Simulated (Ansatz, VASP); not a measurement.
# Ti in VASP and in Ansatz

```
CELL_PARAMETERS angstrom
3.13247 0.00000 0.00000
-1.56624 2.71280 0.00000
0.00000 0.00000 4.59099
ATOMIC_POSITIONS crystal
Ti 0.33333 0.66667 0.25000
Ti 0.66667 0.33333 0.75000
```

Change from the starting cell: strain +0.080 along x and y, +0.000 along z, atoms carried along.

Alike in both runs: task single point; functional PBEsol; k mesh 24 × 24 × 14; occupations gaussian, width 0.15 eV; no spin polarisation.

```csv
,VASP,Ansatz
version,VASP 6.6.1,Ansatz 0.2.0
potentials or method,"VASP PAW PBE potentials, release 64 (Ti_sv), cutoff 520 eV","scalar-relativistic, plane waves, PAW"
valence electrons in the cell,24,24
```

```tsv
	VASP	Ansatz	Ansatz less VASP
gap on the k mesh at the Fermi level (eV)	none	none	-
pressure (GPa)	-13.7	-13.6	+0.09
traceless stress, the component that is largest in VASP (GPa)	3.88	3.91	+0.027
```

VASP's potentials were made for PBE, not for PBEsol. A gap of «none» marks a metal or a gap that the smearing closes. With one functional, cell and mesh, what is left measures potentials, basis and numerics.
